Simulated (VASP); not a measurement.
A run of VASP 6.6.1:

File INCAR:

```
SYSTEM = InSb
ALGO = Normal
EDIFF = 1E-6
ENCUT = 520
GGA = PE
ISIF = 2
ISMEAR = 0
LASPH = .True.
LCHARG = .False.
LREAL = .False.
LWAVE = .False.
NBANDS = 16
NELM = 60
PREC = Accurate
SIGMA = 0.15
```

Contents of KPOINTS:

```
k-points
0
Gamma
  16 16 16
  0 0 0
```

File POSCAR:

```
InSb
1.0
    0.0000000000      3.0520309919      3.1847279916
    3.0520309919      0.0000000000      3.1847279916
    3.0520309919      3.0520309919      0.0000000000
In Sb
1 1
Direct
    0.0000000000      0.0000000000      0.0000000000
    0.7500000000      0.7500000000      0.7500000000
```

Potentials or basis: VASP PAW PBE potentials, release 64 (In_d, Sb).

Launch:

```console
$ cat potpaw_PBE.64/In_d/POTCAR potpaw_PBE.64/Sb/POTCAR > POTCAR
$ mpirun -np 1 vasp_std > vasp.out
```

Hardware: 1 thread of AMD EPYC 9R45 96-Core Processor (Zen 5), with other jobs on the host.

Question: Estimate the wall time of this run.

Answer: Wall time 2.5 min on 1 thread of AMD EPYC 9R45 96-Core Processor (Zen 5), with other jobs on the host, peak memory 0.44 GiB. Counts: scf iterations 13, k points 349.
